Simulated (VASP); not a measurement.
GaAs, 2 atoms in the cell. The structure is cubic, space group F-43m (No. 216). The conventional cell has a = 5.658 Å, b = 5.658 Å, c = 5.658 Å, α = 90.00°, β = 90.00°, γ = 90.00°. Within 3.2 Å of Ga (site symmetry -43m) lie 4 As at 2.45 Å. Within 3.2 Å of As (site symmetry -43m) lie 4 Ga at 2.45 Å. 

```yaml
Program: VASP 6.6.1
Task: relaxation of cell and atoms
Functional: PBEsol
Potentials_or_basis: VASP PAW PBE potentials, release 64 (Ga_d, As)
Cutoff: 600 eV
k_mesh: 12 × 12 × 12
Occupations: gaussian, width 0.01 eV
Spin: no spin polarisation
Dipole_correction: no
Further_INCAR_settings: ALGO = Normal; EDIFF = 1e-06; IBRION = 2; EDIFFG = -0.001; NSW = 80; ISIF = 3
```

Potentials or basis: VASP PAW PBE potentials, release 64 (Ga_d, As).

The run is started by

```console
$ cat potpaw_PBE.64/Ga_d/POTCAR potpaw_PBE.64/As/POTCAR > POTCAR
$ mpirun -np 1 vasp_std > vasp.out
```

Hardware: 1 thread of Intel(R) Xeon(R) 6975P-C (Granite Rapids), on a shared host.

Problem. Estimate the wall time of this run.

Solution. It took 100 s on 1 thread of Intel(R) Xeon(R) 6975P-C (Granite Rapids), with other jobs on the host, peak memory 0.22 GiB. Counts: scf iterations 60, k points 72, ion steps 19.
